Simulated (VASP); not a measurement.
Runs of VASP 6.6.1 on MgTl2Se2. The structure is that of space group P4/mmm (No. 123), or close to it. The cells are those of the table. The cell was built from a structure type or drawn by symmetry, and may not be a known phase.

```tsv
task	cell	k mesh	cutoff (eV)	gap on the mesh (eV)	pressure (GPa)	relaxed volume (Å³/atom)
relaxation of cell and atoms	relaxed from a = 4.367, b = 4.367, c = 5.060 Å, 5 atoms	4 × 4 × 4	600	none	-0.1	32.31
single point	a = 4.367, b = 4.367, c = 5.060 Å, 5 atoms	4 × 4 × 4	520	none	42.9	-
single point	a = 5.882, b = 5.882, c = 4.672 Å, 5 atoms	4 × 4 × 4	520	none	0.1	-
single point	a = 5.925, b = 5.925, c = 4.675 Å, 5 atoms	6 × 6 × 8	520	none	0.0	-
relaxation of cell and atoms	relaxed from a = 5.882, b = 5.882, c = 4.672 Å, 5 atoms	6 × 6 × 8	600	none	0.0	(a)
```

Alike in all rows: level PBE; potentials or basis VASP PAW PBE potentials, release 64 (Mg, Tl_d, Se); no spin polarisation; smearing gaussian 0.1 eV.

**Question.** Fill in the values left out.

**Answer.** (a) 32.78.

Caveats: spin-orbit coupling is left out, which moves the levels of the heavy elements; the volume moved by over 15 % at a fixed basis, so the end points are rough (at least some runs); the cell stands under pressure (at least some runs).

A k mesh can miss the band edges, and the runs leave out spin-orbit coupling on Se, Tl.

A gap of «none» marks levels without a gap at the run's occupations.
